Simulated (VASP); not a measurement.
Set up this calculation in VASP 6.6.1, as the native input.

```
Task                   : single point
Functional             : r2SCAN
Dispersion             : rVV10
Potentials or basis    : VASP PAW PBE potentials, release 64 (Mg, Zn, O)
Cutoff                 : 520 eV
k mesh                 : 8 × 8 × 8
Occupations            : fermi-dirac, width 0.03 eV
Spin                   : no spin polarisation
Dipole correction      : no
Further INCAR settings : ALGO = Normal; EDIFF = 1e-06; NBANDS = 26
```

Crystal: Mg2ZnO3.

```
Mg Zn O
1.0
    -1.61295    4.82542    2.26214
     1.61295   -4.82542    2.26214
     1.61295    4.82542   -2.26214
Mg Zn O
2 1 3
Cartesian
  0.0000 1.6053 1.1454
  1.6129 3.2201 -1.1167
  0.0000 4.8254 1.1262
  0.0000 3.2030 0.0003
  0.0000 6.4478 0.0003
  0.0000 0.0000 0.0163
```

The input as run:

POSCAR

```
Mg2ZnO3
1.0
   -1.6129490414      4.8254156861      2.2621366236
    1.6129490414     -4.8254156861      2.2621366236
    1.6129490414      4.8254156861     -2.2621366236
Mg Zn O
2 1 3
Direct
    0.4195088464      0.2531656701      0.1663431764
    0.0868224937      0.2531656701      0.8336568236
    0.7489343187      0.2489343187      0.5000000000
    0.3319492248      0.0000592809      0.3318899439
    0.6681693370      0.0000592809      0.6681100561
    0.0036137694      0.0036137694      0.0000000000
```

INCAR.step1

```
SYSTEM = Mg2ZnO3
ALGO     = Normal         ! electronic algorithm
EDIFF    = 1E-4           ! SCF threshold, eV
ENCUT    = 520            ! plane-wave cutoff, eV
GGA      = PE             ! functional
ISMEAR   = -1             ! smearing method
LASPH    = .TRUE.         ! aspherical terms in the spheres
LCHARG   = .FALSE.        ! write CHGCAR
LREAL    = .FALSE.        ! projectors in reciprocal space
LWAVE    = .TRUE.         ! write WAVECAR
NBANDS   = 26             ! bands
NELM     = 80             ! most SCF steps
PREC     = Accurate       ! precision mode
SIGMA    = 0.03           ! smearing width, eV
```

INCAR.step2

```
SYSTEM = Mg2ZnO3
ALGO     = Normal         ! electronic algorithm
BPARAM   = 11.95        
CPARAM   = 0.0093       
EDIFF    = 1E-6           ! SCF threshold, eV
ENCUT    = 520            ! plane-wave cutoff, eV
ISIF     = 2              ! what is computed and relaxed
ISMEAR   = -1             ! smearing method
ISTART   = 1            
IVDW_NL  = 2            
LASPH    = .TRUE.         ! aspherical terms in the spheres
LCHARG   = .FALSE.        ! write CHGCAR
LMIXTAU  = .TRUE.       
LREAL    = .FALSE.        ! projectors in reciprocal space
LUSE_VDW = .TRUE.       
LWAVE    = .FALSE.        ! write WAVECAR
METAGGA  = R2SCAN         ! meta-GGA
NBANDS   = 26             ! bands
NELM     = 80             ! most SCF steps
PREC     = Accurate       ! precision mode
SIGMA    = 0.03           ! smearing width, eV
```

KPOINTS

```
k-points
0
G
  8 8 8
  0 0 0
```

Potentials or basis: VASP PAW PBE potentials, release 64 (Mg, Zn, O).

Run with:

```console
$ cat potpaw_PBE.64/Mg/POTCAR potpaw_PBE.64/Zn/POTCAR potpaw_PBE.64/O/POTCAR > POTCAR
$ cp INCAR.step1 INCAR
$ mpirun -np 1 vasp_std > vasp.out
$ cp INCAR.step2 INCAR
$ mpirun -np 1 vasp_std > vasp.out
```

It gave:

```yaml
Pressure: 0.1 GPa
Largest_force: 0.091 eV/Å
Band_gap_on_the_k_mesh: 2.91 eV, indirect (least direct gap 2.93 eV)
```

Caveat: the PAW data sets were made with another functional, which shifts forces and pressure a little.

Wall time 8.9 min on 1 thread of Intel(R) Xeon(R) 6975P-C (Granite Rapids) (shared host), peak memory 0.65 GiB.
